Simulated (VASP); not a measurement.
Set up this calculation in VASP 6.6.1, as the native input.

```yaml
Task: single point
Functional: PBE
Potentials_or_basis: VASP PAW PBE potentials, release 64 (Ba_sv)
Cutoff: 520 eV
k_mesh: 8 × 8 × 2
Occupations: fermi-dirac, width 0.08 eV
Spin: no spin polarisation
Dipole_correction: no
Further_INCAR_settings: ALGO = Normal; EDIFF = 1e-07; NBANDS = 28
```

The structure of Ba lies in POSCAR:

```
Ba
1.0
    3.6789730324      0.0000000000      0.0000000000
   -1.8394865162      3.1860841059      0.0000000000
    0.0000000000      0.0000000000     12.0115230742
Ba
4
Direct
    0.0000000000      0.0000000000      0.0000000000
    0.0000000000      0.0000000000      0.5000000000
    0.3333333333      0.6666666667      0.2500000000
    0.6666666667      0.3333333333      0.7500000000
```

This cell differs from its parent crystal: volume scaled by 0.55.

These files were run (other wordings do the same):

INCAR

```
ALGO = Normal
EDIFF = 1E-7
ENCUT = 520
GGA = PE
ISIF = 2
ISMEAR = -1
LASPH = T
LCHARG = F
LREAL = F
LWAVE = F
NBANDS = 28
NELM = 80
PREC = Accurate
SIGMA = 0.08
```

KPOINTS

```
k-points
0
Gamma
  8 8 2
```

Potentials or basis: VASP PAW PBE potentials, release 64 (Ba_sv).

The run is started by

```console
$ cat potpaw_PBE.64/Ba_sv/POTCAR > POTCAR
$ mpirun -np 1 vasp_std > vasp.out
```

Results of the run:

```
Pressure               : 10.5 GPa
Band gap on the k mesh : zero (band 20 reaches 4.65 eV, above the bottom of band 21 at 3.53 eV)
```

Caveat: spin-orbit coupling is left out, which moves the levels of the heavy elements.

Wall time 2.1 min on 1 thread of AMD EPYC 7R13, on a shared host, peak memory 0.24 GiB.
